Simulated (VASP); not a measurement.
# K8Mg8F25 (a cell with a defect) in VASP: relaxation of the atoms with PBEsol

Aim: the relaxation of the atoms of K8Mg8F25 (a cell with a defect) with PBEsol.

Program: VASP 6.6.1. These are calculated values, not measurements. Logs are shortened: lines on timing, memory, paths and dates and some standing lists are left out, and cuts for length are marked.

### 1 The cell of the first run

The cell holds a defect, 41 atoms: a = 7.983 Å, b = 7.983 Å, c = 7.983 Å, α = 90.00°, β = 90.00°, γ = 90.00°.

### 2 Relaxation of the atoms, PBEsol, collinear spin

The input, INCAR:

```
PREC = Accurate
ENCUT = 520
EDIFF = 1E-7
ISMEAR = -1
SIGMA = 0.05
LREAL = Auto
LASPH = True
NELM = 200
ALGO = Normal
ISIF = 2
LWAVE = False
LCHARG = False
ISPIN = 2
MAGMOM = 0 0 0 0 0 0.143 0 0.143 0 0 0 0 0 0 0 0 0 0 0 0.143 0 0 0 0.143 0 0 0 0 0 0 0.143 0.143 0 0 0 0 0 0 0 0 0.143
LORBIT = 11
GGA = PS
IBRION = 2
NSW = 100
EDIFFG = -0.03
ISYM = -1
GGA_COMPAT = False
NELMIN = 4
KPAR = 1
```

The input, KPOINTS:

```
explicit points
1
Reciprocal
  0.25000000   0.25000000   0.25000000 1
```

The input, POSCAR:

```
K8Mg8F25
1.0
    7.9825440000      0.0000000000      0.0000000000
    0.0000000000      7.9825440000      0.0000000000
    0.0000000000      0.0000000000      7.9825440000
K Mg F
8 8 25
Direct
    0.0006300000      0.0009080000      0.0020560000
    0.9987230000      0.0044970000      0.5000830000
    0.0003680000      0.4984000000      0.9977100000
    0.9992930000      0.5019390000      0.5008920000
    0.4987980000      0.0008930000      0.0002790000
    0.5009470000      0.0004440000      0.5012140000
    0.4978260000      0.5004910000      0.9983870000
    0.4994180000      0.4998810000      0.5007980000
    0.2500330000      0.2465710000      0.2504880000
    0.2515280000      0.2508390000      0.7480560000
    0.2501520000      0.7527920000      0.2522340000
    0.2509020000      0.7509830000      0.7473610000
    0.7475100000      0.2526640000      0.2500330000
    0.7479950000      0.2458890000      0.7529400000
    0.7509850000      0.7509490000      0.2494300000
    0.7496670000      0.7486320000      0.7522280000
    0.2486930000      0.2503020000      0.9996810000
    0.2466610000      0.2533880000      0.5017360000
    0.2551880000      0.7474540000      0.0008760000
    0.2488600000      0.7490180000      0.5006670000
    0.7482760000      0.2484380000      0.0000890000
    0.7504070000      0.2488500000      0.4981350000
    0.7502440000      0.7536550000      0.0003220000
    0.7485830000      0.7490310000      0.5056600000
    0.0001320000      0.2528160000      0.2522290000
    0.9976180000      0.2501610000      0.7519420000
    0.9986400000      0.7487940000      0.2501950000
    0.0018140000      0.7508920000      0.7540170000
    0.5007650000      0.2470850000      0.2508160000
    0.5015890000      0.2491880000      0.7542410000
    0.4990050000      0.7492100000      0.2483640000
    0.5013220000      0.7542600000      0.7489640000
    0.2447910000      0.0011010000      0.2487230000
    0.2492880000      0.9993360000      0.7513510000
    0.2508360000      0.5012570000      0.2502700000
    0.2445040000      0.5017440000      0.7511180000
    0.7493960000      0.9991910000      0.2506020000
    0.7470930000      0.0002010000      0.7486410000
    0.7536530000      0.5020260000      0.2520310000
    0.7519580000      0.4960720000      0.7512410000
    0.4958970000      0.7521910000      0.5009560000
```

Potentials or basis: VASP PAW PBE potentials, release 64 (K_sv, Mg, F).

Command:

```bash
cat potpaw_PBE.64/K_sv/POTCAR potpaw_PBE.64/Mg/POTCAR potpaw_PBE.64/F/POTCAR > POTCAR
mpirun -np 4 vasp_std > vasp.out
```

OUTCAR:

```text
PREC = Accurate
   ENCUT = 520
   EDIFF = 1E-7
   ISMEAR = -1
   LREAL = Auto
   LASPH = True
   NELM = 200
   ISIF = 2
   ISPIN = 2
   LORBIT = 11
   GGA = PS
   IBRION = 2
   NSW = 100
   EDIFFG = -0.03
   ISYM = -1
   NELMIN = 4

 ion  position               nearest neighbor table
   1  0.001  0.001  0.002-  33 2.77  17 2.81  23 2.81  28 2.81  34 2.82  26 2.82  37 2.82  21 2.82
                            27 2.82  25 2.83   9 3.43  14 3.44  15 3.44  11 3.45  13 3.47  16 3.47
   2  0.999  0.004  0.500-  22 2.78  25 2.80  18 2.80  33 2.81  26 2.81  37 2.82  38 2.82  34 2.83
                            27 2.85  20 2.85  24 2.85   9 3.42  14 3.43  10 3.44  13 3.45  11 3.46
   3  0.000  0.498  0.998-  36 2.77  26 2.79  40 2.79  28 2.80  17 2.80  25 2.82  39 2.83  21 2.83
                            27 2.84  35 2.84  19 2.84  23 2.85  16 3.44  10 3.45  14 3.46  13 3.46
   4  0.999  0.502  0.501-  39 2.79  36 2.80  18 2.80  20 2.80  27 2.81  40 2.81  25 2.81  24 2.81
                            22 2.83  28 2.83  35 2.83  26 2.84  12 3.44  16 3.45  15 3.45  11 3.46
   5  0.499  0.001  0.000-  30 2.79  29 2.80  21 2.81  19 2.81  32 2.81  34 2.81  23 2.81  17 2.82
                            31 2.82  38 2.82  37 2.83  33 2.84  14 3.42   9 3.43  11 3.45  10 3.45
   6  0.501  0.000  0.501-  41 1.98  38 2.79  32 2.79  29 2.81  22 2.81  37 2.82  24 2.82  30 2.83
                            34 2.83  20 2.84  31 2.85  14 3.43  12 3.44  10 3.44  11 3.44   9 3.45
   7  0.498  0.500  0.998-  19 2.76  30 2.80  31 2.81  35 2.82  17 2.82  36 2.83  40 2.83  21 2.84
                            32 2.84  23 2.85  29 2.86  16 3.44  10 3.44  12 3.45  13 3.45  14 3.46
   8  0.499  0.500  0.501-  41 2.01  24 2.81  35 2.82  18 2.82  20 2.82  31 2.83  22 2.83  32 2.84
                            29 2.84  40 2.84  39 2.84  30 2.85  36 2.85  10 3.43  13 3.44  12 3.44
   9  0.250  0.247  0.250-  33 1.96  25 2.00  29 2.00  17 2.00  18 2.01  35 2.03   2 3.42   1 3.43
                             5 3.43   6 3.45   8 3.47   7 3.47   3 3.48   4 3.49
  10  0.252  0.251  0.748-  18 1.97  30 2.00  36 2.00  34 2.01  17 2.01  26 2.03   8 3.43   7 3.44
                             6 3.44   2 3.44   3 3.45   5 3.45   4 3.46   1 3.48
  11  0.250  0.753  0.252-  33 1.98  20 1.98  31 1.99  19 2.01  35 2.01  27 2.01   6 3.44   1 3.45
                             5 3.45   4 3.46   8 3.46   2 3.46   7 3.47   3 3.50
  12  0.251  0.751  0.747-  20 1.97  34 1.98  28 1.99  36 1.99  32 2.00  19 2.02  41 2.77   6 3.44
                             8 3.44   4 3.44   7 3.45   5 3.46   2 3.47   3 3.47   1 3.48
  13  0.748  0.253  0.250-  29 1.97  22 1.98  39 1.99  21 2.00  25 2.02  37 2.02   8 3.44   7 3.45
                             2 3.45   6 3.46   5 3.46   3 3.46   4 3.47   1 3.47
  14  0.748  0.246  0.753-  38 1.96  30 1.97  21 1.97  26 1.99  40 2.00  22 2.03   5 3.42   6 3.43
                             2 3.43   1 3.44   3 3.46   7 3.46   8 3.48   4 3.50
  15  0.751  0.751  0.249-  27 1.98  37 1.98  39 1.99  23 1.99  31 2.01  24 2.05   1 3.44   4 3.45
                             5 3.46   6 3.46   2 3.47   3 3.47   8 3.47   7 3.48
  16  0.750  0.749  0.752-  24 1.97  23 1.98  32 1.98  38 2.01  28 2.01  40 2.02   7 3.44   3 3.44
                             4 3.45   8 3.46   5 3.46   6 3.46   1 3.47   2 3.49
  17  0.249  0.250  1.000-   9 2.00  10 2.01   3 2.80   1 2.81   7 2.82   5 2.82
  18  0.247  0.253  0.502-  10 1.97   9 2.01   4 2.80   2 2.80   8 2.82
  19  0.255  0.747  0.001-  11 2.01  12 2.02   7 2.76   5 2.81   3 2.84
  20  0.249  0.749  0.501-  12 1.97  11 1.98   4 2.80   8 2.82   6 2.84   2 2.85
  21  0.748  0.248  0.000-  14 1.97  13 2.00   5 2.81   1 2.82   3 2.83   7 2.84
  22  0.750  0.249  0.498-  13 1.98  14 2.03   2 2.78   6 2.81   4 2.83   8 2.83
  23  0.750  0.754  0.000-  16 1.98  15 1.99   1 2.81   5 2.81   3 2.85   7 2.85
  24  0.749  0.749  0.506-  16 1.97  15 2.05   4 2.81   8 2.81   6 2.82   2 2.85
  25  0.000  0.253  0.252-   9 2.00  13 2.02   2 2.80   4 2.81   3 2.82   1 2.83
  26  0.998  0.250  0.752-  14 1.99  10 2.03   3 2.79   2 2.81   1 2.82   4 2.84
  27  0.999  0.749  0.250-  15 1.98  11 2.01   4 2.81   1 2.82   3 2.84   2 2.85
  28  0.002  0.751  0.754-  12 1.99  16 2.01   3 2.80   1 2.81   4 2.83
  29  0.501  0.247  0.251-  13 1.97   9 2.00   5 2.80   6 2.81   8 2.84   7 2.86
  30  0.502  0.249  0.754-  14 1.97  10 2.00   5 2.79   7 2.80   6 2.83   8 2.85
  31  0.499  0.749  0.248-  11 1.99  15 2.01   7 2.81   5 2.82   8 2.83   6 2.85
  32  0.501  0.754  0.749-  16 1.98  12 2.00   6 2.79   5 2.81   8 2.84   7 2.84
  33  0.245  0.001  0.249-   9 1.96  11 1.98   1 2.77   2 2.81   5 2.84
  34  0.249  0.999  0.751-  12 1.98  10 2.01   5 2.81   1 2.82   6 2.83   2 2.83
  35  0.251  0.501  0.250-  11 2.01   9 2.03   7 2.82   8 2.82   4 2.83   3 2.84
  36  0.245  0.502  0.751-  12 1.99  10 2.00   3 2.77   4 2.80   7 2.83   8 2.85
  37  0.749  0.999  0.251-  15 1.98  13 2.02   2 2.82   6 2.82   1 2.82   5 2.83
  38  0.747  0.000  0.749-  14 1.96  16 2.01   6 2.79   5 2.82   2 2.82
  39  0.754  0.502  0.252-  15 1.99  13 1.99   4 2.79   3 2.83   8 2.84
  40  0.752  0.496  0.751-  14 2.00  16 2.02   3 2.79   4 2.81   7 2.83   8 2.84
  41  0.496  0.752  0.501-   6 1.98   8 2.01  12 2.77

IMPORTANT INFORMATION: All symmetrisations will be switched off!
NOSYMM: (Re-)initialisation of all symmetry stuff for point group C_1.

----------------------------------------------------------------------------------------

                                     Primitive cell

  volume of cell :     508.6558

  direct lattice vectors                    reciprocal lattice vectors
     7.982544000  0.000000000  0.000000000     0.125273346  0.000000000  0.000000000
     0.000000000  7.982544000  0.000000000     0.000000000  0.125273346  0.000000000
[... 156 lines left out ...]
 maximum number of plane-waves:     13679
 NGX is ok and might be reduce to    60
   NGX = 29   NGY = 29   NGZ = 29

--------------------------------------- Ionic step        1  -------------------------------------------

 number of electron     262.9999851 magnetization       1.0000019

 Free energy of the ion-electron system (eV)
  ---------------------------------------------------
  ext. energy  EPLUGINS =         0.00000000
  ---------------------------------------------------
  free energy    TOTEN  =      -199.91369411 eV

  energy without entropy =     -199.84504341  energy(sigma->0) =     -199.87936876

 E-fermi :   0.0726     XC(G=0): -10.0199

 val. band max:        0.0610619568   @ k =   0.2500   0.2500   0.2500
 cond. band min:       0.0841905784   @ k =   0.2500   0.2500   0.2500
 fundamental gap:      0.0231286215
 Fermi energy:         0.0726262918

 spin component 1

 k-point     1 :       0.2500    0.2500    0.2500
  band No.  band energies     occupation
      1     -27.1468      1.00000
      2     -27.1389      1.00000
      3     -27.1097      1.00000
      4     -27.0861      1.00000
      5     -27.0267      1.00000
      6     -27.0062      1.00000
[... 284 lines left out ...]
    142       8.9350      0.00000
    143       9.2230      0.00000
 [bands above 143 left out]

------------------------ aborting loop because EDIFF is reached ----------------------------------------

  FORCE on cell =-STRESS in cart. coord.  units (eV):
  Direction    XX          YY          ZZ          XY          YZ          ZX
  --------------------------------------------------------------------------------------
  -------------------------------------------------------------------------------------
  Total        8.0368214     17.0294185      8.1303233     -0.0950240     -0.0797878      0.1462624
  in kB       25.3145923     53.6397119     25.6091071     -0.2993090     -0.2513178      0.4607012
  external PRESSURE =      34.8544704 kB  Pullay stress =       0.0000000 kB
[... 206 lines left out ...]
  FREE ENERGIE OF THE ION-ELECTRON SYSTEM (eV)
  ---------------------------------------------------
  free  energy   TOTEN  =      -201.9646479388 eV

  energy  without entropy=     -201.8957468041  energy(sigma->0) =     -201.93019737

[... ionic steps 4 to 78 ...]

--------------------------------------- Ionic step       79  -------------------------------------------

 number of electron     262.9999757 magnetization       0.9999976

------------------------ aborting loop because EDIFF is reached ----------------------------------------
[... 145 lines left out ...]
--------------------------------------- Ionic step       81  -------------------------------------------

 number of electron     262.9999751 magnetization       0.9999977

 Free energy of the ion-electron system (eV)
  ---------------------------------------------------
  ext. energy  EPLUGINS =         0.00000000
  ---------------------------------------------------
  free energy    TOTEN  =      -202.67210841 eV

  energy without entropy =     -202.67206948  energy(sigma->0) =     -202.67208895

 E-fermi :  -0.7479     XC(G=0): -10.0287

 val. band max:       -1.2634745557   @ k =   0.2500   0.2500   0.2500
 cond. band min:      -0.2338204535   @ k =   0.2500   0.2500   0.2500
 fundamental gap:      1.0296541022
 Fermi energy:        -0.7478783515

 spin component 1

 k-point     1 :       0.2500    0.2500    0.2500
  band No.  band energies     occupation
      1     -27.0193      1.00000
      2     -26.9961      1.00000
      3     -26.9917      1.00000
      4     -26.9889      1.00000
      5     -26.9755      1.00000
      6     -26.9738      1.00000
[... 284 lines left out ...]
    142       8.9433      0.00000
    143       9.1722      0.00000
 [bands above 143 left out]

------------------------ aborting loop because EDIFF is reached ----------------------------------------

  FORCE on cell =-STRESS in cart. coord.  units (eV):
  Direction    XX          YY          ZZ          XY          YZ          ZX
  --------------------------------------------------------------------------------------
  -------------------------------------------------------------------------------------
  Total        7.0425051      3.8060423      5.1155255     -0.1967972     -0.1859986      1.3137693
  in kB       22.1826686     11.9883725     16.1130173     -0.6198771     -0.5858632      4.1381452
  external PRESSURE =      16.7613528 kB  Pullay stress =       0.0000000 kB
[... 56 lines left out ...]
  FREE ENERGIE OF THE ION-ELECTRON SYSTEM (eV)
  ---------------------------------------------------
  free  energy   TOTEN  =      -202.6721084111 eV

  energy  without entropy=     -202.6720694837  energy(sigma->0) =     -202.67208895

 reached required accuracy - stopping structural energy minimisation

 total charge

# of ion       s       p       d       tot
------------------------------------------
    1        1.955   5.579   0.030   7.565
    2        1.955   5.579   0.030   7.564
    3        1.955   5.579   0.030   7.565
    4        1.955   5.579   0.030   7.564
    5        1.957   5.583   0.034   7.574
    6        1.956   5.583   0.033   7.573
[... 33 lines left out ...]
   40        1.728   4.395   0.000   6.123
   41        1.753   4.260   0.000   6.013
--------------------------------------------------
tot         59.923 155.528   0.897 216.348

 magnetization (x)

# of ion       s       p       d       tot
------------------------------------------
    1        0.000   0.000   0.000   0.000
    2        0.000   0.000   0.000   0.000
    3        0.000   0.000   0.000   0.000
    4        0.000   0.000   0.000   0.000
    5       -0.000   0.000  -0.000   0.000
    6       -0.000   0.000  -0.000   0.000
[... 33 lines left out ...]
   40       -0.000   0.000   0.000   0.000
   41        0.004   0.390   0.000   0.393
--------------------------------------------------
tot          0.008   0.929  -0.001   0.935
```

It took 55 min on 4 MPI ranks of Intel Xeon 6975P-C (Granite Rapids), shared host; peak memory 0.31 GiB.

What came out:

| Quantity | Value |
| --- | --- |
| Free energy | -202.6721 eV |
| Energy gained by relaxing | 67.3 meV/atom |
| Ionic steps | 81 |
| Pressure after relaxing | 1.7 GPa |
| Largest force after relaxing | 0.025 eV/Å |
| Band gap on the k mesh | 1.03 eV |
| Net moment | 1.00 μB per cell |
| Site moments | K +0.00; Mg -0.00; F -0.00, +0.00, +0.07, +0.40, +0.39 (each value once) μB |
| Valence electrons inside the program's atomic spheres | K 7.57, 7.56 (each value once); Mg 0.37, 0.38 (each value once); F 6.12, 6.11, 6.13, 6.14, 6.01 (each value once) |

Forces in eV/Å, atoms in the order of the input:
```
K    0.001 -0.005  0.008
K    0.002 -0.006 -0.005
K    0.003  0.008  0.009
K    0.003  0.003 -0.003
K    0.000  0.008 -0.006
K    0.004  0.001 -0.006
K    0.001 -0.009 -0.004
K    0.004 -0.003 -0.002
Mg  -0.004 -0.001 -0.001
Mg   0.016 -0.003 -0.004
Mg  -0.002 -0.001  0.001
Mg  -0.003  0.003 -0.004
Mg   0.007 -0.002  0.003
Mg  -0.001  0.002  0.010
Mg   0.000 -0.001  0.002
Mg   0.004  0.000 -0.008
F    0.011 -0.003 -0.005
F    0.009  0.001 -0.004
F    0.005  0.000 -0.004
F   -0.023  0.002 -0.009
F    0.000 -0.005  0.007
F    0.001  0.001  0.010
F   -0.008 -0.002  0.003
F   -0.006 -0.001 -0.009
F    0.002  0.000  0.007
F    0.008 -0.002 -0.003
F   -0.010 -0.001 -0.019
F   -0.001  0.001  0.022
F    0.000 -0.001  0.003
F    0.003  0.004 -0.003
F   -0.010  0.002 -0.005
F   -0.006  0.003 -0.010
F   -0.002  0.002 -0.005
F    0.002  0.004 -0.001
F    0.000 -0.001 -0.007
F    0.000 -0.001  0.000
F   -0.008  0.002  0.014
F    0.006  0.004  0.005
F   -0.007 -0.003  0.013
F    0.009 -0.003  0.008
F   -0.012  0.003  0.004
```

Stress tensor (GPa, compression positive):
```
 2.22 -0.06  0.41
-0.06  1.20 -0.06
 0.41 -0.06  1.61
```

Step by step:
| step | energy change (eV) | largest force (eV/Å) | pressure (GPa) |
| --- | --- | --- | --- |
| 1 | 0.0000 | 4.8275 | 3.49 |
| 4 | -1.8760 | 1.9474 | 1.66 |
| 7 | -2.3133 | 0.2516 | 1.44 |
| 10 | -2.3762 | 0.0666 | 1.34 |
| 13 | -2.3822 | 0.0703 | 1.33 |
| 16 | -2.3975 | 0.3270 | 1.29 |
| 19 | -2.4006 | 0.2506 | 1.29 |
| 22 | -2.4088 | 0.2846 | 1.29 |
| 25 | -2.4140 | 0.2658 | 1.29 |
| 28 | -2.4366 | 0.2789 | 1.36 |
| 31 | -2.4773 | 0.1359 | 1.31 |
| 34 | -2.5000 | 0.1126 | 1.33 |
| 37 | -2.5108 | 0.0643 | 1.32 |
| 40 | -2.5138 | 0.0716 | 1.31 |
| 43 | -2.5185 | 0.1290 | 1.32 |
| 46 | -2.5257 | 0.1138 | 1.32 |
| 49 | -2.5354 | 0.2869 | 1.33 |
| 52 | -2.5536 | 0.2362 | 1.31 |
| 55 | -2.5612 | 0.1376 | 1.30 |
| 58 | -2.5794 | 0.2748 | 1.27 |
| 61 | -2.6217 | 0.1433 | 1.31 |
| 64 | -2.6544 | 0.1413 | 1.33 |
| 67 | -2.6801 | 0.2072 | 1.35 |
| 70 | -2.7024 | 0.3000 | 1.44 |
| 73 | -2.7407 | 0.1175 | 1.59 |
| 76 | -2.7519 | 0.1579 | 1.67 |
| 79 | -2.7574 | 0.0331 | 1.67 |
| 81 | -2.7584 | 0.0250 | 1.68 |

Final structure:
```
K Mg F
1.0
     7.98254    0.00000    0.00000
     0.00000    7.98254    0.00000
     0.00000    0.00000    7.98254
K Mg F
8 8 25
Direct
  0.99783 0.00087 0.00589
  0.00106 0.00000 0.50795
  0.99768 0.49952 0.00588
  0.00082 0.50099 0.50777
  0.50262 0.01838 0.99659
  0.49605 0.01603 0.51733
  0.50261 0.48240 0.99650
  0.49589 0.48419 0.51751
  0.24868 0.25032 0.25695
  0.24566 0.25026 0.75737
  0.24245 0.75030 0.25554
  0.24747 0.75016 0.75432
  0.75055 0.25042 0.25671
  0.75209 0.25027 0.75570
  0.75914 0.75044 0.25796
  0.75128 0.75030 0.76059
  0.24839 0.25037 0.00670
  0.24762 0.25024 0.50767
  0.21485 0.75016 0.99945
  0.24239 0.75021 0.50624
  0.75033 0.25076 0.00573
  0.74981 0.25007 0.50671
  0.76291 0.75020 0.00815
  0.77855 0.75089 0.51487
  0.99966 0.25011 0.25650
  0.99886 0.25043 0.75689
  0.00068 0.75070 0.26048
  0.99938 0.74999 0.75378
  0.49968 0.25057 0.25689
  0.49891 0.25002 0.75647
  0.46044 0.75043 0.14068
  0.49944 0.75024 0.75934
  0.25085 0.00057 0.25874
  0.25015 0.00177 0.75631
  0.25045 0.50006 0.25877
  0.25039 0.49865 0.75633
  0.74998 0.00067 0.25399
  0.74782 0.00182 0.75795
  0.75065 0.50015 0.25457
  0.74739 0.49876 0.75732
  0.53854 0.74975 0.36599
```

Caveat: the PAW data sets were made with another functional, which shifts forces and pressure a little.
